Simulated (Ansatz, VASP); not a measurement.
W: VASP and Ansatz over several settings

```
CELL_PARAMETERS angstrom
-1.58234 1.58234 1.58234
1.58234 -1.58234 1.58234
1.58234 1.58234 -1.58234
ATOMIC_POSITIONS crystal
W 0.00000 0.00000 0.00000
```

Single points on this cell with VASP 6.6.1 and Ansatz 0.2.0. Each row is one pair of runs. Alike in all rows: smearing: fermi-dirac, width 0.05 eV; VASP's potentials, cutoff: VASP PAW PBE potentials, release 64 (W_sv), 520 eV; Ansatz's potentials, cutoff: Ansatz PAW, 420 eV.

| level | spin | k mesh | pressure (GPa), VASP | pressure (GPa), Ansatz |
| --- | --- | --- | --- | --- |
| HSE06 | off | 8 × 8 × 8 | -1.1 | -0.7 |
| B3LYP | off | 6 × 6 × 6 | 7.4 | 6.7 |
| HSE06 | non-collinear, zero start, SOC | 5 × 5 × 5 | 0.2 | -0.3 |

Pressure (GPa): the two programs differ by at most 0.73.

The k mesh is coarse in some rows, so the values compare programs but aren't converged.
